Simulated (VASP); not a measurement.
KF:

```
K F
1.0
     0.00000    2.97482    2.97482
     2.97482    0.00000    2.97482
     2.97482    2.97482    0.00000
K F
1 1
Cartesian
  0.0000 0.0000 0.0000
  1.4874 1.4874 1.4874
```

| Property | Result |
| --- | --- |
| Program | VASP 6.6.1 |
| Task | relaxation of cell and atoms |
| Functional | PBEsol |
| Potentials or basis | VASP PAW PBE potentials, release 64 (K_sv, F) |
| Cutoff | 600 eV |
| k mesh | 6 × 6 × 6 |
| Occupations | fermi-dirac, width 0.02 eV |
| Spin | no spin polarisation |

At the start: pressure -1.0 GPa; volume 26.33 Å³/atom.

**Question.** Where does the relaxation end?

**Answer.** Over 3 steps the energy falls by 4.6 meV/atom and the volume is 25.02 Å³/atom (-5.0 %); space group F-43m (No. 216, to 0.1 Å) before and after.

The path:
```csv
step,energy change (eV),largest force (eV/Å),pressure (GPa),volume (Å³)
1,0.0000,0.0000,-1.05,52.65
2,-0.0066,0.0000,-0.58,51.35
3,-0.0092,0.0000,-0.02,50.04
```

Final structure:
```
CELL_PARAMETERS angstrom
0.00000 2.92475 2.92475
2.92475 0.00000 2.92475
2.92475 2.92475 0.00000
ATOMIC_POSITIONS crystal
K 0.00000 0.00000 0.00000
F 0.25000 0.25000 0.25000
```

Caveat: the structure was generated, so it needn't be the stable form of KF; the PAW data sets were made with another functional, which shifts forces and pressure a little.
